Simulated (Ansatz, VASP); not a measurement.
**Ni: VASP beside Ansatz**

The input INCAR:

```
ALGO = Normal
EDIFF = 1E-6
ENCUT = 520
GGA = PE
ISIF = 2
ISMEAR = -1
ISPIN = 2
LASPH = T
LCHARG = F
LMAXMIX = 4
LORBIT = 11
LREAL = F
LWAVE = F
MAGMOM = 2 2
NBANDS = 21
NELM = 150
PREC = Accurate
SIGMA = 0.1
```

The input KPOINTS:

```
k-points
0
Gamma
  13 13 13
```

File POSCAR:

```
Ni
1.0
    3.6150000000      1.8075000000      1.8075000000
    1.8075000000      3.6150000000      1.8075000000
    1.8075000000      1.8075000000      3.6150000000
Ni
2
Direct
    0.0000000000      0.0000000000      0.0000000000
    0.5000000000      0.5000000000      0.5000000000
```

Input for Ansatz:

```yaml
crystal:
  lattice:
    - [3.615, 1.8075, 1.8075]
    - [1.8075, 3.615, 1.8075]
    - [1.8075, 1.8075, 3.615]
  atoms:
    - { symbol: Ni, position: [0.0, 0.0, 0.0], spin: 2.0 }
    - { symbol: Ni, position: [0.5, 0.5, 0.5], spin: 2.0 }
magnetization:
  spin_polarized: true
hamiltonian:
  xc: pbe
  pseudopotentials: { kind: paw }
basis:
  ecutwfc: 420
kpoints:
  mp_grid: { grid: [13, 13, 13] }
scf:
  occupations: { method: fermi_dirac, width: 0.1 }
  lower_state_search: "off"
output:
  forces: true
  stress: true
  write_density: true
  write_potential: true
  elf: true
  volumetric_format: npy
```

Alike in both runs: task single point; functional PBE; k mesh 13 × 13 × 13; occupations fermi-dirac, width 0.1 eV; collinear spin.

```csv
,VASP,Ansatz
version,VASP 6.6.1,Ansatz 0.2.0
potentials or method,"VASP PAW PBE potentials, release 64 (Ni), cutoff 520 eV","PAW, plane waves, scalar-relativistic"
valence electrons in the cell,20,36
```

```tsv
	VASP	Ansatz	Ansatz less VASP
pressure (GPa)	-12.8	-12.9	-0.12
traceless stress, the component that is largest in VASP (GPa)	0.06	0.06	+0.004
net moment per atom (μB)	0.64	0.65	+0.013
size of the moment on the site where the two differ most (μB)	0.65	0.69	+0.035
```

Site moments also hang on the region over which each program counts them. The functional is the same, so the differences come from potentials, cutoffs and numerics. VASP's potentials hold 20 valence electrons a cell and Ansatz's 36, so a difference there can come from the potentials and not from the codes.
